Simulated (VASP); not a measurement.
# AsN (Fm-3m) in VASP: settings compared

The runs below take AsN through single point, with r2SCAN, LDA.

All numbers are computed with VASP 6.6.1; they aren't measurements. Logs are shortened: lines on timing, memory, paths and dates and some standing lists are left out, and cuts for length are marked.

### 1 The cell of the first run

Symmetry: Fm-3m, No. 225, cubic system. The conventional cell has a = 4.750 Å, b = 4.750 Å, c = 4.750 Å, α = 90.00°, β = 90.00°, γ = 90.00°. Within 3.1 Å of N (site symmetry m-3m) lie 6 As at 2.38 Å. As (site symmetry m-3m) has 6 N at 2.38 Å within 3.1 Å.

### 2 Single point, r2SCAN

POSCAR

```
AsN
1.0
    0.0000000000      2.3751110000      2.3751110000
    2.3751110000      0.0000000000      2.3751110000
    2.3751110000      2.3751110000      0.0000000000
N As
1 1
Direct
    0.5000000000      0.5000000000      0.5000000000
    0.0000000000      0.0000000000      0.0000000000
```

INCAR.step1

```
SYSTEM = AsN
ALGO = Normal
EDIFF = 1E-5
ENCUT = 660
GGA = PE
GGA_COMPAT = .FALSE.
ISMEAR = -1
LASPH = .TRUE.
LCHARG = .FALSE.
LREAL = .FALSE.
LWAVE = .TRUE.
NBANDS = 12
NELM = 120
PREC = Accurate
SIGMA = 0.1
```

INCAR.step2

```
SYSTEM = AsN
ALGO = Normal
EDIFF = 1E-6
ENCUT = 660
GGA_COMPAT = .FALSE.
ISIF = 2
ISMEAR = -1
ISTART = 1
LASPH = .TRUE.
LCHARG = .FALSE.
LMIXTAU = .TRUE.
LREAL = .FALSE.
LWAVE = .FALSE.
METAGGA = R2SCAN
NBANDS = 12
NELM = 120
PREC = Accurate
SIGMA = 0.1
```

KPOINTS

```
k-points
0
G
  7 7 7
  0 0 0
```

Potentials or basis: VASP PAW PBE potentials, release 64 (N, As).

Started as:

```
cat potpaw_PBE.64/N/POTCAR potpaw_PBE.64/As/POTCAR > POTCAR
cp INCAR.step1 INCAR
mpirun -np 1 vasp_std > vasp.out
cp INCAR.step2 INCAR
mpirun -np 1 vasp_std > vasp.out
```

OUTCAR:

```text
SYSTEM = AsN
   EDIFF = 1E-6
   ENCUT = 660
   ISIF = 2
   ISMEAR = -1
   ISTART = 1
   LASPH = .TRUE.
   LREAL = .FALSE.
   METAGGA = R2SCAN
   NELM = 120
   PREC = Accurate

 ion  position               nearest neighbor table
   1  0.500  0.500  0.500-
   2  0.000  0.000  0.000-

  LATTYP: Found a face centered cubic cell.
 ALAT       =     4.7502220000

  Lattice vectors:

 A1 = (   0.0000000000,   2.3751110000,   2.3751110000)
 A2 = (   2.3751110000,   0.0000000000,   2.3751110000)
 A3 = (   2.3751110000,   2.3751110000,   0.0000000000)

Analysis of symmetry for initial positions (statically):
=====================================================================
 Subroutine PRICEL returns:
 Original cell was already a primitive cell.

 Routine SETGRP: Setting up the symmetry group for a
 face centered cubic supercell.

 Subroutine GETGRP returns: Found 48 space group operations
 (whereof 48 operations were pure point group operations)
 out of a pool of 48 trial point group operations.

The static configuration has the point symmetry O_h .

Analysis of symmetry for dynamics (positions and initial velocities):
=====================================================================
 Subroutine PRICEL returns:
 Original cell was already a primitive cell.

 Routine SETGRP: Setting up the symmetry group for a
 face centered cubic supercell.

 Subroutine GETGRP returns: Found 48 space group operations
 (whereof 48 operations were pure point group operations)
 out of a pool of 48 trial point group operations.

The dynamic configuration has the point symmetry O_h .

 Subroutine INISYM returns: Found 48 space group operations
 (whereof 48 operations are pure point group operations),
 and found     1 'primitive' translations

----------------------------------------------------------------------------------------

                                     Primitive cell

  volume of cell :      26.7967

  direct lattice vectors                    reciprocal lattice vectors
     0.000000000  2.375111000  2.375111000    -0.210516477  0.210516477  0.210516477
     2.375111000  0.000000000  2.375111000     0.210516477 -0.210516477  0.210516477
     2.375111000  2.375111000  0.000000000     0.210516477  0.210516477 -0.210516477

  length of vectors
     3.358914188  3.358914188  3.358914188     0.364625234  0.364625234  0.364625234

[... 80 lines left out ...]
   NFREE  =      0    steps in history (QN), initial steepest desc. (CG)
   ISIF   =      2    stress and relaxation
   ISYM   =      2    0-nonsym 1-usesym 2-fastsym
   POTIM  = 0.5000    time-step for ionic-motion
   TEBEG  =    0.0;   TEEND  =   0.0 temperature during run
   PSTRESS=    0.0 pullay stress
   NELECT =      10.0000    total number of electrons
   NUPDOWN=      -1.0000    fix difference up-down
   EMIN   =  10.00;   EMAX   =-10.00  energy-range for DOS
   EFERMI =   0.00;   METHOD = LEGACY
   ISMEAR =    -1;   SIGMA  =   0.10  broadening in eV -4-tet -1-fermi 0-gaus
   EFERMI_NEDOS =   21; number of points for ismear=-14 and -15
   IALGO  =     38    algorithm
   IMIX   =      4    mixing-type and parameters
     AMIX     =   0.40;   BMIX     =  1.00
     AMIX_MAG =   1.60;   BMIX_MAG =  1.00
  volume/ion in A,a.u.               =      13.40        90.42
  Fermi-wavevector in a.u.,A,eV,Ry     =   1.178639  2.227305 18.901086  1.389191
  Thomas-Fermi vector in A             =   2.314965
   LORBIT       =      0    0 simple, 1 ext, 2 COOP (PROOUT), +10 PAW based schemes
   METAGGA = R2SCAN    functional components
   LHFCALC =     F    Hartree Fock is set to
   AEXX    =    0.0000 exact exchange contribution
   IVDW    =     0    specifies the selected vdW correction
   LEPSILON=     F    determine dielectric tensor
   LRPA    =     F    only Hartree local field effects (RPA)
 non-spin polarized calculation
  energy-cutoff  :      660.00
  volume of cell :       26.80
 maximum number of plane-waves:      1045
   NGX = 15   NGY = 15   NGZ = 15

 number of electron      10.0000000 magnetization

 Free energy of the ion-electron system (eV)
  ---------------------------------------------------
  ext. energy  EPLUGINS =         0.00000000
  ---------------------------------------------------
  free energy    TOTEN  =       -21.53532432 eV

  energy without entropy =      -21.52551637  energy(sigma->0) =      -21.53042034

 E-fermi :   6.2550     XC(G=0): -11.6280

 val. band max:        6.0469619525   @ k =  -0.2857   0.1429   0.0000
 cond. band min:       6.4631625639   @ k =  -0.2857   0.1429   0.0000
 fundamental gap:      0.4162006115
 Fermi energy:         6.2549910723

 k-point     1 :       0.0000    0.0000    0.0000
  band No.  band energies     occupation
      1     -12.1381      2.00000
      2      -0.7512      2.00000
      3       3.4704      2.00000
      4       3.4704      2.00000
      5       3.4704      2.00000
      6      11.1387      0.00000
      7      11.1387      0.00000
      8      11.1387      0.00000
      9      16.0413      0.00000
     10      16.0413      0.00000
     11      16.0413      0.00000
     12      19.9080      0.00000
[... 271 lines left out ...]
 k-point    20 :      -0.2857    0.4286    0.1429
  band No.  band energies     occupation
      1      -8.6748      2.00000
      2      -4.9364      2.00000
      3      -0.8504      2.00000
      4       0.3130      2.00000
      5       4.7241      2.00000
      6       7.9354      0.00000
      7      11.0700      0.00000
      8      11.6136      0.00000
      9      16.0113      0.00000
     10      18.3753      0.00000
     11      23.6747      0.00000
     12      25.2110      0.00000

------------------------ aborting loop because EDIFF is reached ----------------------------------------

  FORCE on cell =-STRESS in cart. coord.  units (eV):
  Direction    XX          YY          ZZ          XY          YZ          ZX
  --------------------------------------------------------------------------------------
  -------------------------------------------------------------------------------------
  Total       -2.7313194     -2.7313194     -2.7313194      0.0000000      0.0000000      0.0000000
  in kB     -163.3057027   -163.3057027   -163.3057027      0.0000000      0.0000000      0.0000000
  external PRESSURE =    -163.3057027 kB  Pullay stress =       0.0000000 kB

 VOLUME and BASIS-vectors are now :
 -----------------------------------------------------------------------------
  energy-cutoff  :      660.00
  volume of cell :       26.80
      direct lattice vectors                 reciprocal lattice vectors
     0.000000000  2.375111000  2.375111000    -0.210516477  0.210516477  0.210516477
     2.375111000  0.000000000  2.375111000     0.210516477 -0.210516477  0.210516477
     2.375111000  2.375111000  0.000000000     0.210516477  0.210516477 -0.210516477

 POSITION                                       TOTAL-FORCE (eV/Angst)
 -----------------------------------------------------------------------------------
      2.37511      2.37511      2.37511        -0.000000      0.000000     -0.000000
      0.00000      0.00000      0.00000         0.000000     -0.000000      0.000000
 -----------------------------------------------------------------------------------
    total drift:                                0.000000      0.000000      0.000000

  FREE ENERGIE OF THE ION-ELECTRON SYSTEM (eV)
  ---------------------------------------------------
  free  energy   TOTEN  =       -21.5353243188 eV

  energy  without entropy=      -21.5255163673  energy(sigma->0) =      -21.53042034
```

Run time: 61 s. Hardware: 1 thread of Intel Xeon 8259CL, shared host; peak memory 0.17 GiB.

Results:

```yaml
Free_energy: -21.5353 eV
Pressure: -16.3 GPa
Band_gap_on_the_k_mesh: 0.42 eV
```

Caveat: the cell stands under tension; semilocal functionals underestimate gaps, and a narrow one can read as zero; the PAW data sets were made with another functional, which shifts forces and pressure a little; an odd mesh through Γ misses points on the zone boundary, where band edges can lie.

### 3 Single point, r2SCAN

POSCAR is that of step 2.

INCAR.step1

```
PREC = Accurate ; ENCUT = 660
ISMEAR = -1 ; SIGMA = 0.1
LREAL = False ; LASPH = True
NELM = 120 ; NBANDS = 12
GGA = PE ; ALGO = Normal
EDIFF = 1E-5 ; LWAVE = True
LCHARG = False ; GGA_COMPAT = False
```

INCAR.step2

```
PREC = Accurate ; ENCUT = 660
EDIFF = 1E-6 ; ISMEAR = -1
SIGMA = 0.1 ; LREAL = False
LASPH = True ; NELM = 120
ALGO = Normal ; ISIF = 2
LWAVE = False ; LCHARG = False
METAGGA = R2SCAN ; LMIXTAU = True
NBANDS = 12 ; ISTART = 1
GGA_COMPAT = False
```

KPOINTS

```
Automatic mesh
0
Gamma
  7 7 7
```

Potentials or basis: VASP PAW PBE potentials, release 64 (N, As).

Started as:

```
cat potpaw_PBE.64/N/POTCAR potpaw_PBE.64/As/POTCAR > POTCAR
cp INCAR.step1 INCAR
mpirun -np 1 vasp_std > vasp.out
cp INCAR.step2 INCAR
mpirun -np 1 vasp_std > vasp.out
```

OUTCAR:

```text
PREC = Accurate
   ENCUT = 660
   EDIFF = 1E-6
   ISMEAR = -1
   LREAL = False
   LASPH = True
   NELM = 120
   ISIF = 2
   METAGGA = R2SCAN
   ISTART = 1

 ion  position               nearest neighbor table
   1  0.500  0.500  0.500-
   2  0.000  0.000  0.000-

  LATTYP: Found a face centered cubic cell.
 ALAT       =     4.7502220000

  Lattice vectors:

 A1 = (   0.0000000000,   2.3751110000,   2.3751110000)
 A2 = (   2.3751110000,   0.0000000000,   2.3751110000)
 A3 = (   2.3751110000,   2.3751110000,   0.0000000000)

Analysis of symmetry for initial positions (statically):
=====================================================================
 Subroutine PRICEL returns:
 Original cell was already a primitive cell.

 Routine SETGRP: Setting up the symmetry group for a
 face centered cubic supercell.

 Subroutine GETGRP returns: Found 48 space group operations
 (whereof 48 operations were pure point group operations)
 out of a pool of 48 trial point group operations.

The static configuration has the point symmetry O_h .

Analysis of symmetry for dynamics (positions and initial velocities):
=====================================================================
 Subroutine PRICEL returns:
 Original cell was already a primitive cell.

 Routine SETGRP: Setting up the symmetry group for a
 face centered cubic supercell.

 Subroutine GETGRP returns: Found 48 space group operations
 (whereof 48 operations were pure point group operations)
 out of a pool of 48 trial point group operations.

The dynamic configuration has the point symmetry O_h .

 Subroutine INISYM returns: Found 48 space group operations
 (whereof 48 operations are pure point group operations),
 and found     1 'primitive' translations

----------------------------------------------------------------------------------------

                                     Primitive cell

  volume of cell :      26.7967

  direct lattice vectors                    reciprocal lattice vectors
     0.000000000  2.375111000  2.375111000    -0.210516477  0.210516477  0.210516477
     2.375111000  0.000000000  2.375111000     0.210516477 -0.210516477  0.210516477
     2.375111000  2.375111000  0.000000000     0.210516477  0.210516477 -0.210516477

  length of vectors
     3.358914188  3.358914188  3.358914188     0.364625234  0.364625234  0.364625234

  position of ions in fractional coordinates (direct lattice)
     0.500000000  0.500000000  0.500000000
     0.000000000  0.000000000  0.000000000

  ion indices of the primitive-cell ions
   primitive index   ion index
                 1           1
                 2           2

----------------------------------------------------------------------------------------

 KPOINTS: Automatic mesh

Automatic generation of k-mesh.
 Grid dimensions read from file:
 generate k-points for:    7    7    7

 Generating k-lattice:

  Cartesian coordinates                     Fractional coordinates (reciprocal lattice)
    -0.030073782  0.030073782  0.030073782     0.142857143  0.000000000  0.000000000
     0.030073782 -0.030073782  0.030073782     0.000000000  0.142857143  0.000000000
     0.030073782  0.030073782 -0.030073782     0.000000000  0.000000000  0.142857143

  Length of vectors
     0.052089319  0.052089319  0.052089319

  Shift w.r.t. Gamma in fractional coordinates (k-lattice)
     0.000000000  0.000000000  0.000000000

 Subroutine IBZKPT returns following result:
 ===========================================

 Found     20 irreducible k-points:

 Following reciprocal coordinates:
            Coordinates               Weight
  0.000000  0.000000  0.000000      1.000000
  0.142857  0.000000  0.000000      8.000000
  0.285714  0.000000  0.000000      8.000000
  0.428571  0.000000  0.000000      8.000000
  0.142857  0.142857  0.000000      6.000000
  0.285714  0.142857  0.000000     24.000000
[... 12 lines left out ...]
 -0.428571  0.428571  0.142857     24.000000
 -0.285714  0.428571  0.142857     24.000000
   k-points           NKPTS =     20   k-points in BZ     NKDIM =     20   number of bands    NBANDS=     12
   number of dos      NEDOS =    301   number of ions     NIONS =      2
   total plane-waves  NPLWV =  21952
   dimension x,y,z NGX =    28 NGY =   28 NGZ =   28
   dimension x,y,z NGXF=    56 NGYF=   56 NGZF=   56
   ions per type =               1   1
   NGX,Y,Z   is equivalent  to a cutoff of  13.86, 13.86, 13.86 a.u.
   NGXF,Y,Z  is equivalent  to a cutoff of  27.72, 27.72, 27.72 a.u.
 SYSTEM =  unknown system
   PREC   = accura    normal or accurate (medium, high low for compatibility)
   ISTART =      1    job   : 0-new  1-cont  2-samecut
   ICHARG =      0    charge: 1-file 2-atom 10-const
   ISPIN  =      1    spin polarized calculation?
   LNONCOLLINEAR =      F non collinear calculations
   LSORBIT =      F    spin-orbit coupling
   LASPH  =      T    aspherical Exc in radial PAW
   ENCUT  =  660.0 eV  48.51 Ry    6.96 a.u.   7.04  7.04  7.04*2*pi/ulx,y,z
   NELM   =    120;   NELMIN=  2; NELMDL=  0     # of ELM steps
   EDIFF  = 0.1E-05   stopping-criterion for ELM
   LREAL  =      F    real-space projection
   EDIFFG = 0.1E-04   stopping-criterion for IOM
   NSW    =      0    number of steps for IOM
   IBRION =     -1    ionic relax: 0-MD 1-quasi-New 2-CG
   NFREE  =      0    steps in history (QN), initial steepest desc. (CG)
   ISIF   =      2    stress and relaxation
   ISYM   =      2    0-nonsym 1-usesym 2-fastsym
   POTIM  = 0.5000    time-step for ionic-motion
   TEBEG  =    0.0;   TEEND  =   0.0 temperature during run
   PSTRESS=    0.0 pullay stress
   NELECT =      10.0000    total number of electrons
   NUPDOWN=      -1.0000    fix difference up-down
   EMIN   =  10.00;   EMAX   =-10.00  energy-range for DOS
   EFERMI =   0.00;   METHOD = LEGACY
   ISMEAR =    -1;   SIGMA  =   0.10  broadening in eV -4-tet -1-fermi 0-gaus
   EFERMI_NEDOS =   21; number of points for ismear=-14 and -15
   IALGO  =     38    algorithm
   IMIX   =      4    mixing-type and parameters
     AMIX     =   0.40;   BMIX     =  1.00
     AMIX_MAG =   1.60;   BMIX_MAG =  1.00
  volume/ion in A,a.u.               =      13.40        90.42
  Fermi-wavevector in a.u.,A,eV,Ry     =   1.178639  2.227305 18.901086  1.389191
  Thomas-Fermi vector in A             =   2.314965
   LORBIT       =      0    0 simple, 1 ext, 2 COOP (PROOUT), +10 PAW based schemes
   METAGGA = R2SCAN    functional components
   LHFCALC =     F    Hartree Fock is set to
   AEXX    =    0.0000 exact exchange contribution
   IVDW    =     0    specifies the selected vdW correction
   LEPSILON=     F    determine dielectric tensor
   LRPA    =     F    only Hartree local field effects (RPA)
 non-spin polarized calculation
  energy-cutoff  :      660.00
  volume of cell :       26.80
 maximum number of plane-waves:      1045
   NGX = 15   NGY = 15   NGZ = 15

 number of electron      10.0000000 magnetization

 Free energy of the ion-electron system (eV)
  ---------------------------------------------------
  ext. energy  EPLUGINS =         0.00000000
  ---------------------------------------------------
  free energy    TOTEN  =       -21.53532432 eV

  energy without entropy =      -21.52551637  energy(sigma->0) =      -21.53042034

 E-fermi :   6.2550     XC(G=0): -11.6280

 val. band max:        6.0469619525   @ k =  -0.2857   0.1429   0.0000
 cond. band min:       6.4631625639   @ k =  -0.2857   0.1429   0.0000
 fundamental gap:      0.4162006115
 Fermi energy:         6.2549910723

 k-point     1 :       0.0000    0.0000    0.0000
  band No.  band energies     occupation
      1     -12.1381      2.00000
      2      -0.7512      2.00000
      3       3.4704      2.00000
      4       3.4704      2.00000
      5       3.4704      2.00000
      6      11.1387      0.00000
      7      11.1387      0.00000
      8      11.1387      0.00000
      9      16.0413      0.00000
     10      16.0413      0.00000
     11      16.0413      0.00000
     12      19.9080      0.00000
[... 271 lines left out ...]
 k-point    20 :      -0.2857    0.4286    0.1429
  band No.  band energies     occupation
      1      -8.6748      2.00000
      2      -4.9364      2.00000
      3      -0.8504      2.00000
      4       0.3130      2.00000
      5       4.7241      2.00000
      6       7.9354      0.00000
      7      11.0700      0.00000
      8      11.6136      0.00000
      9      16.0113      0.00000
     10      18.3753      0.00000
     11      23.6747      0.00000
     12      25.2110      0.00000

------------------------ aborting loop because EDIFF is reached ----------------------------------------

  FORCE on cell =-STRESS in cart. coord.  units (eV):
  Direction    XX          YY          ZZ          XY          YZ          ZX
  --------------------------------------------------------------------------------------
  -------------------------------------------------------------------------------------
  Total       -2.7313194     -2.7313194     -2.7313194      0.0000000      0.0000000      0.0000000
  in kB     -163.3057027   -163.3057027   -163.3057027      0.0000000      0.0000000      0.0000000
  external PRESSURE =    -163.3057027 kB  Pullay stress =       0.0000000 kB

 VOLUME and BASIS-vectors are now :
 -----------------------------------------------------------------------------
  energy-cutoff  :      660.00
  volume of cell :       26.80
      direct lattice vectors                 reciprocal lattice vectors
     0.000000000  2.375111000  2.375111000    -0.210516477  0.210516477  0.210516477
     2.375111000  0.000000000  2.375111000     0.210516477 -0.210516477  0.210516477
     2.375111000  2.375111000  0.000000000     0.210516477  0.210516477 -0.210516477

 POSITION                                       TOTAL-FORCE (eV/Angst)
 -----------------------------------------------------------------------------------
      2.37511      2.37511      2.37511        -0.000000      0.000000     -0.000000
      0.00000      0.00000      0.00000         0.000000     -0.000000      0.000000
 -----------------------------------------------------------------------------------
    total drift:                                0.000000      0.000000      0.000000

  FREE ENERGIE OF THE ION-ELECTRON SYSTEM (eV)
  ---------------------------------------------------
  free  energy   TOTEN  =       -21.5353243188 eV

  energy  without entropy=      -21.5255163673  energy(sigma->0) =      -21.53042034
```

Run time: 40 s. Hardware: 1 thread of Intel Xeon 8259CL, shared host; peak memory 0.17 GiB.

Results:

| Quantity | Value |
| --- | --- |
| Free energy | -21.5353 eV |
| Pressure | -16.3 GPa |
| Band gap on the k mesh | 0.42 eV |

Caveat: the cell stands under tension; semilocal functionals underestimate gaps, and a narrow one can read as zero; the PAW data sets were made with another functional, which shifts forces and pressure a little; an odd mesh through Γ misses points on the zone boundary, where band edges can lie.

(Continued in part 2 of 2.)
